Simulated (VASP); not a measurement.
# CsSi2 (Pnnm) in VASP: relaxation of cell and atoms with PBE

Aim: the relaxation of cell and atoms of CsSi2 with PBE.

Everything below comes from runs of VASP 6.6.1. Logs are shortened: lines on timing, memory, paths and dates and some standing lists are left out, and cuts for length are marked.

**1. The cell of the first run**

Symmetry: Pnnm, No. 58, orthorhombic system. The conventional cell has a = 5.286 Å, b = 6.452 Å, c = 4.028 Å, α = 90.00°, β = 90.00°, γ = 90.00°. Cs (site symmetry 2/m) has 6 Si at 2.66 to 2.68 Å within 3.5 Å. Si (site symmetry m) has 12 Si at 2.63 to 4.03 Å and 6 Cs at 2.66 to 4.29 Å within 4.3 Å.

**2. Relaxation of cell and atoms, PBE**

INCAR reads:

```
PREC = Accurate ; ENCUT = 600
EDIFF = 1E-7 ; ISMEAR = 0
SIGMA = 0.1 ; LREAL = False
LASPH = True ; NELM = 80
ALGO = Normal ; ISIF = 3
LWAVE = False ; LCHARG = False
GGA = PE ; IBRION = 2
NSW = 90 ; EDIFFG = -0.04
```

KPOINTS reads:

```
Automatic mesh
0
Gamma
  4 4 4
```

POSCAR reads:

```
CsSi2
1.0
    5.2863389386      0.0000000000      0.0000000000
    0.0000000000      6.4519358786      0.0000000000
    0.0000000000      0.0000000000      4.0277321202
Cs Si
2 4
Direct
    0.0000000000      0.0000000000      0.0000000000
    0.5000000000      0.5000000000      0.5000000000
    0.2004000000      0.3787000000      0.0000000000
    0.7996000000      0.6213000000      0.0000000000
    0.7004000000      0.1213000000      0.5000000000
    0.2996000000      0.8787000000      0.5000000000
```

Potentials or basis: VASP PAW PBE potentials, release 64 (Cs_sv, Si).

Command:

```console
> cat potpaw_PBE.64/Cs_sv/POTCAR potpaw_PBE.64/Si/POTCAR > POTCAR
> mpirun -np 1 vasp_std > vasp.out
```

OUTCAR:

```text
PREC = Accurate
   ENCUT = 600
   EDIFF = 1E-7
   ISMEAR = 0
   LREAL = False
   LASPH = True
   NELM = 80
   ISIF = 3
   GGA = PE
   IBRION = 2
   NSW = 90
   EDIFFG = -0.04

 ion  position               nearest neighbor table
   1  0.000  0.000  0.000-   3 2.66   4 2.66   5 2.68   6 2.68   5 2.68   6 2.68
   2  0.500  0.500  0.500-   5 2.66   6 2.66   3 2.68   4 2.68   3 2.68   4 2.68
   3  0.200  0.379  0.000-   4 2.63   1 2.66   2 2.68   2 2.68
   4  0.800  0.621  0.000-   3 2.63   1 2.66   2 2.68   2 2.68
   5  0.700  0.121  0.500-   6 2.63   2 2.66   1 2.68   1 2.68
   6  0.300  0.879  0.500-   5 2.63   2 2.66   1 2.68   1 2.68

  LATTYP: Found a simple orthorhombic cell.
 ALAT       =     4.0277321202
 B/A-ratio  =     1.3124852351
 C/A-ratio  =     1.6018781006

  Lattice vectors:

 A1 = (   0.0000000000,   0.0000000000,   4.0277321202)
 A2 = (   5.2863389386,   0.0000000000,   0.0000000000)
 A3 = (   0.0000000000,   6.4519358786,   0.0000000000)

Analysis of symmetry for initial positions (statically):
=====================================================================
 Subroutine PRICEL returns:
 Original cell was already a primitive cell.

 Routine SETGRP: Setting up the symmetry group for a
 simple orthorhombic supercell.

 Subroutine GETGRP returns: Found  8 space group operations
 (whereof  4 operations were pure point group operations)
 out of a pool of  8 trial point group operations.

The static configuration has the point symmetry C_2h.
 The point group associated with its full space group is D_2h.

Analysis of symmetry for dynamics (positions and initial velocities):
=====================================================================
 Subroutine PRICEL returns:
 Original cell was already a primitive cell.

 Routine SETGRP: Setting up the symmetry group for a
 simple orthorhombic supercell.

 Subroutine GETGRP returns: Found  8 space group operations
 (whereof  4 operations were pure point group operations)
 out of a pool of  8 trial point group operations.

The dynamic configuration has the point symmetry C_2h.
 The point group associated with its full space group is D_2h.

 Subroutine INISYM returns: Found  8 space group operations
 (whereof  4 operations are pure point group operations),
 and found     1 'primitive' translations

----------------------------------------------------------------------------------------

                                     Primitive cell

  volume of cell :     137.3743

  direct lattice vectors                    reciprocal lattice vectors
     5.286338939  0.000000000  0.000000000     0.189166834  0.000000000  0.000000000
     0.000000000  6.451935879  0.000000000     0.000000000  0.154992241  0.000000000
     0.000000000  0.000000000  4.027732120     0.000000000  0.000000000  0.248278676

  length of vectors
[... 79 lines left out ...]
   NGXF,Y,Z  is equivalent  to a cutoff of  26.42, 27.83, 26.42 a.u.
 SYSTEM =  unknown system
   PREC   = accura    normal or accurate (medium, high low for compatibility)
   ISTART =      0    job   : 0-new  1-cont  2-samecut
   ICHARG =      2    charge: 1-file 2-atom 10-const
   ISPIN  =      1    spin polarized calculation?
   LNONCOLLINEAR =      F non collinear calculations
   LSORBIT =      F    spin-orbit coupling
   LASPH  =      T    aspherical Exc in radial PAW
   ENCUT  =  600.0 eV  44.10 Ry    6.64 a.u.  10.56 12.89  8.04*2*pi/ulx,y,z
   NELM   =     80;   NELMIN=  2; NELMDL= -5     # of ELM steps
   EDIFF  = 0.1E-06   stopping-criterion for ELM
   LREAL  =      F    real-space projection
   EDIFFG = -.4E-01   stopping-criterion for IOM
   NSW    =     90    number of steps for IOM
   IBRION =      2    ionic relax: 0-MD 1-quasi-New 2-CG
   NFREE  =      1    steps in history (QN), initial steepest desc. (CG)
   ISIF   =      3    stress and relaxation
   ISYM   =      2    0-nonsym 1-usesym 2-fastsym
   POTIM  = 0.5000    time-step for ionic-motion
   TEBEG  =    0.0;   TEEND  =   0.0 temperature during run
   PSTRESS=    0.0 pullay stress
   NELECT =      34.0000    total number of electrons
   NUPDOWN=      -1.0000    fix difference up-down
   EMIN   =  10.00;   EMAX   =-10.00  energy-range for DOS
   EFERMI =   0.00;   METHOD = LEGACY
   ISMEAR =     0;   SIGMA  =   0.10  broadening in eV -4-tet -1-fermi 0-gaus
   EFERMI_NEDOS =   21; number of points for ismear=-14 and -15
   IALGO  =     38    algorithm
   IMIX   =      4    mixing-type and parameters
     AMIX     =   0.40;   BMIX     =  1.00
     AMIX_MAG =   1.60;   BMIX_MAG =  1.00
  volume/ion in A,a.u.               =      22.90       154.51
  Fermi-wavevector in a.u.,A,eV,Ry     =   1.027857  1.942368 14.374412  1.056490
  Thomas-Fermi vector in A             =   2.161823
   LORBIT       =      0    0 simple, 1 ext, 2 COOP (PROOUT), +10 PAW based schemes
   GGA     = PE    functional components
   LHFCALC =     F    Hartree Fock is set to
   AEXX    =    0.0000 exact exchange contribution
   IVDW    =     0    specifies the selected vdW correction
   LEPSILON=     F    determine dielectric tensor
   LRPA    =     F    only Hartree local field effects (RPA)
 conjugate gradient relaxation of ions
 non-spin polarized calculation
 Gauss-broadening in eV      SIGMA  =   0.10
  energy-cutoff  :      600.00
  volume of cell :      137.37
 maximum number of plane-waves:      4608
   NGX = 21   NGY = 25   NGZ = 17

--------------------------------------- Ionic step        1  -------------------------------------------

 number of electron      34.0000002 magnetization

 Free energy of the ion-electron system (eV)
  ---------------------------------------------------
  ext. energy  EPLUGINS =         0.00000000
  ---------------------------------------------------
  free energy    TOTEN  =        -8.65111774 eV

  energy without entropy =       -8.62598823  energy(sigma->0) =       -8.63855298

 E-fermi :   5.6670     XC(G=0):  -9.9949

 val. band max:        5.6585559466   @ k =   0.0000   0.2500   0.0000
 cond. band min:       5.6999732183   @ k =   0.2500   0.0000   0.2500
 fundamental gap:      0.0414172718
 Fermi energy:         5.6670302677
[... 1275 lines left out ...]
     20       1.5795      0.00000
     21       2.6384      0.00000

 [... further k-points ...]

[... ionic steps 4 to 37 ...]

--------------------------------------- Ionic step       38  -------------------------------------------

 number of electron      34.0000025 magnetization

------------------------ aborting loop because EDIFF is reached ----------------------------------------
[... 75 lines left out ...]
--------------------------------------- Ionic step       40  -------------------------------------------

 number of electron      34.0000033 magnetization

 Free energy of the ion-electron system (eV)
  ---------------------------------------------------
  ext. energy  EPLUGINS =         0.00000000
  ---------------------------------------------------
  free energy    TOTEN  =       -20.27554210 eV

  energy without entropy =      -20.24936541  energy(sigma->0) =      -20.26245376

 E-fermi :   2.3985     XC(G=0):  -7.9545

 val. band max:        2.3943665447   @ k =   0.2500   0.5000   0.0000
 cond. band min:       2.4359193424   @ k =   0.2500   0.2500   0.0000
 fundamental gap:      0.0415527977
 Fermi energy:         2.3985327323
[... 609 lines left out ...]
  FREE ENERGIE OF THE ION-ELECTRON SYSTEM (eV)
  ---------------------------------------------------
  free  energy   TOTEN  =       -20.2755421030 eV

  energy  without entropy=      -20.2493654105  energy(sigma->0) =      -20.26245376

 reached required accuracy - stopping structural energy minimisation
```

OSZICAR:

```text
N       E                     dE             d eps       ncg     rms          rms(c)
DAV:   1     0.186885808978E+03    0.18689E+03   -0.15698E+04  1134   0.157E+03
DAV:   2     0.779021892299E+01   -0.17910E+03   -0.17426E+03  1459   0.222E+02
DAV:   3    -0.882152996821E+01   -0.16612E+02   -0.16136E+02  1485   0.645E+01
DAV:   4    -0.927070809530E+01   -0.44918E+00   -0.44224E+00  1457   0.116E+01
[... 481 lines left out ...]
DAV:   5    -0.202755429729E+02    0.42514E-05   -0.37125E-06  1360   0.107E-02    0.481E-03
DAV:   6    -0.202755416077E+02    0.13652E-05   -0.73414E-07  1317   0.458E-03    0.134E-03
DAV:   7    -0.202755419892E+02   -0.38143E-06   -0.97159E-08   677   0.173E-03    0.345E-04
DAV:   8    -0.202755420947E+02   -0.10554E-06   -0.21151E-08   577   0.709E-04    0.120E-04
DAV:   9    -0.202755421030E+02   -0.82687E-08   -0.41739E-09   567   0.391E-04
  40 F= -.20275542E+02 E0= -.20262454E+02  d E =-.612884E-03
```

CONTCAR:

```text
CsSi2
   1.00000000000000
     3.3101459065963938   -0.0000000000000000    0.0000000000000000
     0.0000000000000000    8.9785281248847717    0.0000000000000000
     0.0000000000000000    0.0000000000000000    7.2988644453734750
  Cs              Si
     2     4
Direct
     0.0000000000000000    0.0000000000000000    0.0000000000000000
     0.5000000000000000    0.5000000000000000    0.5000000000000000
     0.2419152443748211    0.4027345606083808    0.0000000000000000
     0.7580847556251790    0.5972654393916195    0.0000000000000000
     0.7419152443748209    0.0972654393916191    0.5000000000000000
     0.2580847556251791    0.9027345606083805    0.5000000000000000

  0.00000000E+00  0.00000000E+00  0.00000000E+00
  0.00000000E+00  0.00000000E+00  0.00000000E+00
  0.00000000E+00  0.00000000E+00  0.00000000E+00
  0.00000000E+00  0.00000000E+00  0.00000000E+00
  0.00000000E+00  0.00000000E+00  0.00000000E+00
  0.00000000E+00  0.00000000E+00  0.00000000E+00
```

Run time: 35 min. Hardware: 1 thread of Intel Xeon Platinum 8488C (Sapphire Rapids), shared host; peak memory 0.31 GiB.

Results:

```yaml
Free_energy: -20.2755 eV
Relaxed_volume: 36.15 Å³/atom
Relaxed_cell: a = 3.310 Å, b = 8.979 Å, c = 7.299 Å, α = 90.00°, β = 90.00°, γ = 90.00°
Space_group_after_relaxing_to_0.1_Å: Pnnm (No. 58)
Energy_gained_by_relaxing: 1937.4 meV/atom
Ionic_steps: 40
Pressure_after_relaxing: 0.0 GPa
Largest_force_after_relaxing: 0.022 eV/Å
Band_gap_on_the_k_mesh: zero (bands 17 and 18 overlap by 1.96 eV)
```

Forces on the atoms (eV/Å):
```
Cs   0.000  0.000  0.000
Cs   0.000  0.000  0.000
Si   0.010  0.019  0.000
Si  -0.010 -0.019  0.000
Si   0.010 -0.019  0.000
Si  -0.010  0.019  0.000
```

Stress tensor (GPa, compression positive):
```
 0.03  0.00  0.00
 0.00 -0.12  0.00
 0.00  0.00  0.07
```

The path:
```
step  energy change (eV)  largest force (eV/Å)  pressure (GPa)  volume (Å³)
   1              0.0000                2.2939           21.24       137.37
   2             -5.6540                2.4790            1.79       206.34
   3             -6.4352                2.5972           -0.71       240.01
   4             -6.9003                2.7037           -2.51       317.42
   5             -9.0760                0.5545           -0.72       316.85
   6             -9.1111                0.3146           -0.18       316.52
   7             -9.1124                0.1989           -0.29       316.59
   8             -9.1657                0.1958           -0.28       311.05
   9             -9.3191                0.2456           -0.11       294.20
  10             -9.5930                0.6914            0.87       259.59
  11             -8.8370                2.7943            9.19       187.87
  12             -9.4774                1.9470            2.49       246.20
  13             -9.4153                2.2985            4.76       217.22
  14             -9.4775                2.1676            3.66       229.32
  15             -9.4824                2.1469            3.66       229.06
  16             -9.4965                2.0868            3.66       228.28
  17             -9.5217                1.9732            3.68       226.71
  18             -9.5611                1.7735            3.73       223.54
  19             -9.5977                1.4810            3.96       217.06
  20             -9.6400                1.4067            3.81       217.61
  21             -9.7602                1.1931            3.36       219.27
  22             -9.9723                0.8065            2.52       222.59
  23            -10.2932                0.2368            1.05       229.24
  24            -10.6037                0.7805           -1.17       242.60
  25            -10.6346                1.0255           -1.87       248.28
  26            -10.8845                0.7642           -1.82       247.32
  27            -11.3175                0.4706           -1.06       243.18
  28            -11.3387                0.8267           -0.63       241.68
  29            -11.3388                0.7609           -0.71       241.94
  30            -11.3998                0.6515           -0.69       238.67
  31            -11.5161                0.5034           -0.20       228.90
  32            -11.3408                0.7157            2.69       209.51
  33            -11.5255                0.5723            0.24       224.98
  34            -11.5925                0.1202           -0.45       224.55
  35            -11.5968                0.1258           -0.66       224.39
  36            -11.6181                0.0065           -0.26       219.61
  37            -11.6208                0.0701           -0.06       217.40
  38            -11.6234                0.0545            0.04       216.72
  39            -11.6238                0.0479            0.10       216.32
  40            -11.6244                0.0216           -0.01       216.92
```

Final structure:
```yaml
crystal:
  lattice:
    - [3.31015, 0.00000, 0.00000]
    - [0.00000, 8.97853, 0.00000]
    - [0.00000, 0.00000, 7.29886]
  atoms:
    - { symbol: Cs, position: [0.00000, 0.00000, 0.00000] }
    - { symbol: Cs, position: [0.50000, 0.50000, 0.50000] }
    - { symbol: Si, position: [0.24192, 0.40273, 0.00000] }
    - { symbol: Si, position: [0.75808, 0.59727, 0.00000] }
    - { symbol: Si, position: [0.74192, 0.09727, 0.50000] }
    - { symbol: Si, position: [0.25808, 0.90273, 0.50000] }
```

Levels at points of the mesh, in eV from the Fermi level:
```csv
k point,band 12,band 13,band 14,band 15,band 16,band 17,band 18,band 19,band 20,band 21
"(0.00, 0.00, 0.00)",-4.37,-1.96,-1.50,-1.36,-0.43,-0.07,1.51,1.63,2.66,2.72
"(0.50, 0.00, 0.00)",-6.35,-1.73,-1.73,-1.24,-1.24,-0.17,-0.17,1.03,1.03,2.48
"(0.00, 0.50, 0.00)",-4.79,-1.81,-1.81,-0.26,-0.26,1.01,1.01,1.58,1.58,2.52
"(0.50, 0.50, 0.00)",-6.38,-1.66,-1.66,-1.39,-1.39,-0.18,-0.18,1.00,1.00,1.80
"(0.00, 0.00, 0.50)",-4.59,-2.49,-2.49,-0.80,-0.80,1.35,1.35,1.62,1.62,2.82
"(0.50, 0.00, 0.50)",-6.20,-1.63,-1.63,-1.40,-1.40,0.35,0.35,0.51,0.51,2.47
"(0.00, 0.50, 0.50)",-4.85,-2.37,-2.37,-0.42,-0.42,1.63,1.63,1.80,1.80,2.72
"(0.50, 0.50, 0.50)",-6.22,-1.65,-1.65,-1.45,-1.45,0.36,0.36,0.55,0.55,1.70
```

Caveat: the k points lie up to 0.47 Å⁻¹ apart in the final cell, too coarse for converged energies and pressures of a metal; the volume moved by over 15 % at a fixed basis, so the end points are rough; spin-orbit coupling is left out, which moves the levels of the heavy elements.

The gap in the log of VASP goes by the Fermi energy; the results here count the filled bands.